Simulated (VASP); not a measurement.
# Al (Im-3m) in VASP: notebook

The runs below take Al through relaxation of cell and atoms, single point, with RPBE, PBE0.

Everything below comes from runs of VASP 6.6.1. Logs are shortened: lines on timing, memory, paths and dates and some standing lists are left out, and cuts for length are marked.

## (1) The cell of the first run

Symmetry: Im-3m, No. 229, cubic system. The conventional cell has a = 3.182 Å, b = 3.182 Å, c = 3.182 Å, α = 90.00°, β = 90.00°, γ = 90.00°. Within 3.6 Å of Al (site symmetry m-3m) lie 14 Al at 2.76 to 3.18 Å.

## (2) Relaxation of cell and atoms, RPBE

File INCAR:

```
ALGO = Fast
EDIFF = 1E-6
EDIFFG = -0.01
ENCUT = 600
GGA = RP
IBRION = 2
ISIF = 3
ISMEAR = -1
LASPH = T
LCHARG = F
LREAL = F
LWAVE = F
NELM = 80
NSW = 60
PREC = Accurate
SIGMA = 0.05
```

File KPOINTS:

```
k-points
0
Gamma
  12 12 12
```

File POSCAR:

```
Al
1.0
   -1.5912186900      1.5912186900      1.5912186900
    1.5912186900     -1.5912186900      1.5912186900
    1.5912186900      1.5912186900     -1.5912186900
Al
1
Direct
    0.0000000000      0.0000000000      0.0000000000
```

Potentials or basis: VASP PAW PBE potentials, release 64 (Al).

Run with:

```console
cat potpaw_PBE.64/Al/POTCAR > POTCAR
mpirun -np 1 vasp_std > vasp.out
```

OUTCAR:

```text
EDIFF = 1E-6
   EDIFFG = -0.01
   ENCUT = 600
   GGA = RP
   IBRION = 2
   ISIF = 3
   ISMEAR = -1
   LASPH = T
   LREAL = F
   NELM = 80
   NSW = 60
   PREC = Accurate

 ion  position               nearest neighbor table
   1  0.000  0.000  0.000-

  LATTYP: Found a body centered cubic cell.
 ALAT       =     3.1824373800

  Lattice vectors:

 A1 = (  -1.5912186900,   1.5912186900,   1.5912186900)
 A2 = (   1.5912186900,  -1.5912186900,   1.5912186900)
 A3 = (   1.5912186900,   1.5912186900,  -1.5912186900)

Analysis of symmetry for initial positions (statically):
=====================================================================
 Subroutine PRICEL returns:
 Original cell was already a primitive cell.

 Routine SETGRP: Setting up the symmetry group for a
 body centered cubic supercell.

 Subroutine GETGRP returns: Found 48 space group operations
[... 9 lines left out ...]

 Routine SETGRP: Setting up the symmetry group for a
 body centered cubic supercell.

 Subroutine GETGRP returns: Found 48 space group operations
[... 11 lines left out ...]
                                     Primitive cell

  volume of cell :      16.1157

  direct lattice vectors                    reciprocal lattice vectors
    -1.591218690  1.591218690  1.591218690     0.000000000  0.314224565  0.314224565
     1.591218690 -1.591218690  1.591218690     0.314224565  0.000000000  0.314224565
     1.591218690  1.591218690 -1.591218690     0.314224565  0.314224565  0.000000000

  length of vectors
     2.756071617  2.756071617  2.756071617     0.444380641  0.444380641  0.444380641

  position of ions in fractional coordinates (direct lattice)
     0.000000000  0.000000000  0.000000000

  ion indices of the primitive-cell ions
   primitive index   ion index
                 1           1

----------------------------------------------------------------------------------------

 KPOINTS: k-points

Automatic generation of k-mesh.
 Grid dimensions read from file:
 generate k-points for:   12   12   12

 Generating k-lattice:

  Cartesian coordinates                     Fractional coordinates (reciprocal lattice)
     0.000000000  0.026185380  0.026185380     0.083333333  0.000000000  0.000000000
     0.026185380  0.000000000  0.026185380     0.000000000  0.083333333  0.000000000
     0.026185380  0.026185380  0.000000000     0.000000000  0.000000000  0.083333333

  Length of vectors
     0.037031720  0.037031720  0.037031720

  Shift w.r.t. Gamma in fractional coordinates (k-lattice)
     0.000000000  0.000000000  0.000000000

 Subroutine IBZKPT returns following result:
 ===========================================

 Found     72 irreducible k-points:

 Following reciprocal coordinates:
            Coordinates               Weight
  0.000000  0.000000  0.000000      1.000000
  0.083333  0.000000  0.000000     12.000000
  0.166667  0.000000  0.000000     12.000000
  0.250000  0.000000  0.000000     12.000000
  0.333333  0.000000  0.000000     12.000000
  0.416667  0.000000  0.000000     12.000000
[... 16 lines left out ...]
  0.333333  0.083333  0.083333     24.000000
  0.416667  0.083333  0.083333     12.000000
 [... further k-points ...]
   k-points           NKPTS =     72   k-points in BZ     NKDIM =     72   number of bands    NBANDS=      5
   number of dos      NEDOS =    301   number of ions     NIONS =      1
   total plane-waves  NPLWV =  13824
   dimension x,y,z NGX =    24 NGY =   24 NGZ =   24
   dimension x,y,z NGXF=    48 NGYF=   48 NGZF=   48
   ions per type =               1
   NGX,Y,Z   is equivalent  to a cutoff of  14.48, 14.48, 14.48 a.u.
   NGXF,Y,Z  is equivalent  to a cutoff of  28.95, 28.95, 28.95 a.u.
 SYSTEM =  unknown system
   PREC   = accura    normal or accurate (medium, high low for compatibility)
   ISTART =      0    job   : 0-new  1-cont  2-samecut
   ICHARG =      2    charge: 1-file 2-atom 10-const
   ISPIN  =      1    spin polarized calculation?
   LNONCOLLINEAR =      F non collinear calculations
   LSORBIT =      F    spin-orbit coupling
   LASPH  =      T    aspherical Exc in radial PAW
   ENCUT  =  600.0 eV  44.10 Ry    6.64 a.u.   5.50  5.50  5.50*2*pi/ulx,y,z
   NELM   =     80;   NELMIN=  2; NELMDL= -5     # of ELM steps
   EDIFF  = 0.1E-05   stopping-criterion for ELM
   LREAL  =      F    real-space projection
   EDIFFG = -.1E-01   stopping-criterion for IOM
   NSW    =     60    number of steps for IOM
   IBRION =      2    ionic relax: 0-MD 1-quasi-New 2-CG
   NFREE  =      1    steps in history (QN), initial steepest desc. (CG)
   ISIF   =      3    stress and relaxation
   ISYM   =      2    0-nonsym 1-usesym 2-fastsym
   POTIM  = 0.5000    time-step for ionic-motion
   TEBEG  =    0.0;   TEEND  =   0.0 temperature during run
   PSTRESS=    0.0 pullay stress
   NELECT =       3.0000    total number of electrons
   NUPDOWN=      -1.0000    fix difference up-down
   EMIN   =  10.00;   EMAX   =-10.00  energy-range for DOS
   EFERMI =   0.00;   METHOD = LEGACY
   ISMEAR =    -1;   SIGMA  =   0.05  broadening in eV -4-tet -1-fermi 0-gaus
   EFERMI_NEDOS =   21; number of points for ismear=-14 and -15
   IALGO  =     68    algorithm
   IMIX   =      4    mixing-type and parameters
     AMIX     =   0.40;   BMIX     =  1.00
     AMIX_MAG =   1.60;   BMIX_MAG =  1.00
  volume/ion in A,a.u.               =      16.12       108.75
  Fermi-wavevector in a.u.,A,eV,Ry     =   0.934757  1.766435 11.888371  0.873771
  Thomas-Fermi vector in A             =   2.061595
   LORBIT       =      0    0 simple, 1 ext, 2 COOP (PROOUT), +10 PAW based schemes
   GGA     = RP    functional components
   LHFCALC =     F    Hartree Fock is set to
   AEXX    =    0.0000 exact exchange contribution
   IVDW    =     0    specifies the selected vdW correction
   LEPSILON=     F    determine dielectric tensor
   LRPA    =     F    only Hartree local field effects (RPA)
 conjugate gradient relaxation of ions
 non-spin polarized calculation
 RMM-DIIS sequential band-by-band and
  energy-cutoff  :      600.00
  volume of cell :       16.12
 maximum number of plane-waves:       555
 NGX is ok and might be reduce to    24
   NGX = 11   NGY = 11   NGZ = 11

--------------------------------------- Ionic step        1  -------------------------------------------

 number of electron       3.0000000 magnetization

 Free energy of the ion-electron system (eV)
  ---------------------------------------------------
  ext. energy  EPLUGINS =         0.00000000
  ---------------------------------------------------
  free energy    TOTEN  =        -3.39271516 eV

  energy without entropy =       -3.38848110  energy(sigma->0) =       -3.39059813

 E-fermi :   8.3378     XC(G=0): -10.2310

 val. band max:        8.3280298374   @ k =  -0.4167  -0.4167   0.2500
 cond. band min:       8.3617452912   @ k =   0.3333   0.2500   0.0833
 fundamental gap:      0.0337154537
 Fermi energy:         8.3377634844

 k-point     1 :       0.0000    0.0000    0.0000
  band No.  band energies     occupation
      1      -2.9542      2.00000
      2      21.7454      0.00000
      3      21.7454      0.00000
      4      21.7457      0.00000
      5      23.5379      0.00000

 k-point     2 :       0.0833    0.0000    0.0000
  band No.  band energies     occupation
      1      -2.7512      2.00000
      2      19.6032      0.00000
      3      20.6439      0.00000
      4      20.9688      0.00000
      5      22.6404      0.00000

 k-point     3 :       0.1667    0.0000    0.0000
  band No.  band energies     occupation
      1      -2.1438      2.00000
      2      16.1331      0.00000
      3      19.2710      0.00000
      4      19.5896      0.00000
      5      21.2554      0.00000

 k-point     4 :       0.2500    0.0000    0.0000
  band No.  band energies     occupation
      1      -1.1374      2.00000
      2      12.7139      0.00000
      3      18.1710      0.00000
      4      18.3407      0.00000
      5      20.0752      0.00000
[... 208 lines left out ...]
 VOLUME and BASIS-vectors are now :
 -----------------------------------------------------------------------------
  energy-cutoff  :      600.00
  volume of cell :       17.34
      direct lattice vectors                 reciprocal lattice vectors
    -1.630607792  1.630607792  1.630607792     0.000000000  0.306634129  0.306634129
     1.630607792 -1.630607792  1.630607792     0.306634129  0.000000000  0.306634129
     1.630607792  1.630607792 -1.630607792     0.306634129  0.306634129  0.000000000

 POSITION                                       TOTAL-FORCE (eV/Angst)
 -----------------------------------------------------------------------------------
      0.00000      0.00000      3.26122        -0.000000      0.000000      0.000000
 -----------------------------------------------------------------------------------
    total drift:                                0.000000     -0.000000     -0.000000

  FREE ENERGIE OF THE ION-ELECTRON SYSTEM (eV)
  ---------------------------------------------------
  free  energy   TOTEN  =        -3.4090165858 eV

  energy  without entropy=       -3.4049784040  energy(sigma->0) =       -3.40699749

--------------------------------------- Ionic step        3  -------------------------------------------

 number of electron       3.0000000 magnetization

 Free energy of the ion-electron system (eV)
  ---------------------------------------------------
  ext. energy  EPLUGINS =         0.00000000
  ---------------------------------------------------
  free energy    TOTEN  =        -3.40922581 eV

  energy without entropy =       -3.40520088  energy(sigma->0) =       -3.40721335

 E-fermi :   7.6321     XC(G=0):  -9.9951

 val. band max:        7.6221768646   @ k =   0.3333   0.2500   0.0833
 cond. band min:       7.7026004721   @ k =  -0.4167   0.4167   0.2500
 fundamental gap:      0.0804236075
 Fermi energy:         7.6321344303

 k-point     1 :       0.0000    0.0000    0.0000
  band No.  band energies     occupation
      1      -3.1840      2.00000
      2      20.6615      0.00000
      3      20.6615      0.00000
      4      20.6615      0.00000
      5      21.8897      0.00000

 k-point     2 :       0.0833    0.0000    0.0000
  band No.  band energies     occupation
      1      -2.9896      2.00000
      2      18.4785      0.00000
      3      19.4278      0.00000
      4      19.9269      0.00000
      5      21.1946      0.00000

 k-point     3 :       0.1667    0.0000    0.0000
  band No.  band energies     occupation
      1      -2.4079      2.00000
      2      15.1434      0.00000
      3      18.0490      0.00000
      4      18.6152      0.00000
      5      19.9587      0.00000

 k-point     4 :       0.2500    0.0000    0.0000
  band No.  band energies     occupation
      1      -1.4433      2.00000
      2      11.8574      0.00000
      3      16.9622      0.00000
      4      17.4240      0.00000
      5      18.8559      0.00000
[... 173 lines left out ...]
 VOLUME and BASIS-vectors are now :
 -----------------------------------------------------------------------------
  energy-cutoff  :      600.00
  volume of cell :       17.21
      direct lattice vectors                 reciprocal lattice vectors
    -1.626438575  1.626438575  1.626438575     0.000000000  0.307420156  0.307420156
     1.626438575 -1.626438575  1.626438575     0.307420156  0.000000000  0.307420156
     1.626438575  1.626438575 -1.626438575     0.307420156  0.307420156  0.000000000

 POSITION                                       TOTAL-FORCE (eV/Angst)
 -----------------------------------------------------------------------------------
      0.00000      0.00000     -0.00000         0.000000      0.000000     -0.000000
 -----------------------------------------------------------------------------------
    total drift:                                0.000000     -0.000000     -0.000000

  FREE ENERGIE OF THE ION-ELECTRON SYSTEM (eV)
  ---------------------------------------------------
  free  energy   TOTEN  =        -3.4092258114 eV

  energy  without entropy=       -3.4052008839  energy(sigma->0) =       -3.40721335

 reached required accuracy - stopping structural energy minimisation
```

Run time: 8.8 s. Hardware: 1 thread of Intel Xeon 6975P-C (Granite Rapids), shared host; peak memory 0.13 GiB.

Results:

```
Free energy                            : -3.4092 eV
Relaxed volume                         : 17.21 Å³/atom
Relaxed cell                           : a = 2.817 Å, b = 2.817 Å, c = 2.817 Å, α = 109.47°, β = 109.47°, γ = 109.47°
Space group after relaxing (to 0.05 Å) : Im-3m (No. 229)
Energy gained by relaxing              : 16.5 meV/atom
Ionic steps                            : 3
Pressure after relaxing                : 0.0 GPa
```

Step by step:
```tsv
step	energy change (eV)	largest force (eV/Å)	pressure (GPa)	volume (Å³)
1	0.0000	0.0000	5.10	16.12
2	-0.0163	0.0000	-0.50	17.34
3	-0.0165	0.0000	0.01	17.21
```

Final structure:
```yaml
crystal:
  lattice:
    - [-1.62644, 1.62644, 1.62644]
    - [1.62644, -1.62644, 1.62644]
    - [1.62644, 1.62644, -1.62644]
  atoms:
    - { symbol: Al, position: [0.00000, 0.00000, 0.00000] }
```

Caveat: the PAW data sets were made with another functional, which shifts forces and pressure a little.

## (3) Single point, PBE0

This run uses another cell than the first one, of 17.08 Å³/atom, 1.060 times its volume.

File POSCAR:

```
Al
1.0
   -1.6224269796      1.6224269796      1.6224269796
    1.6224269796     -1.6224269796      1.6224269796
    1.6224269796      1.6224269796     -1.6224269796
Al
1
Direct
    0.0000000000      0.0000000000      0.0000000000
```

File INCAR.step1:

```
SYSTEM = Al
PREC = Accurate ; ENCUT = 520
EDIFF = 1E-5 ; ISMEAR = -1
SIGMA = 0.05 ; LREAL = .False.
LASPH = .True. ; NELM = 60
ALGO = Normal ; ISIF = 2
LWAVE = .True. ; NBANDS = 8
GGA = PE
```

File INCAR.step2:

```
SYSTEM = Al
PREC = Accurate ; ENCUT = 520
EDIFF = 1E-7 ; ISMEAR = -1
SIGMA = 0.05 ; LREAL = .False.
LASPH = .True. ; NELM = 60
ALGO = Normal ; ISIF = 2
LWAVE = .False. ; LCHARG = .True.
GGA = PE ; LHFCALC = .True.
AEXX = 0.25 ; PRECFOCK = Normal
LELF = .True. ; LVHAR = .True.
NBANDS = 8 ; ISTART = 1
```

File KPOINTS:

```
Automatic mesh
0
Gamma
  8 8 8
  0 0 0
```

Potentials or basis: VASP PAW PBE potentials, release 64 (Al).

Run with:

```console
cat potpaw_PBE.64/Al/POTCAR > POTCAR
cp INCAR.step1 INCAR
mpirun -np 1 vasp_std > vasp.out
cp INCAR.step2 INCAR
mpirun -np 1 vasp_std > vasp.out
```

It took 3.6 min on 1 thread of AMD EPYC 7R13, shared host; peak memory 0.15 GiB.

Results (log left out):

```yaml
Free_energy: -4.2469 eV
Pressure: -1.0 GPa
```

Levels at points of the mesh, in eV from the Fermi level:
```csv
k point,band 1,band 2,band 3,band 4,band 5
"(0.00, 0.00, 0.00)",-13.17,14.30,14.30,14.30,15.48
"(0.50, 0.00, 0.00)",-5.51,-5.05,8.86,9.13,10.68
"(0.50, 0.50, 0.50)",3.56,3.56,3.56,4.73,4.73
```

Caveat: the PAW data sets were made with another functional, which shifts forces and pressure a little.
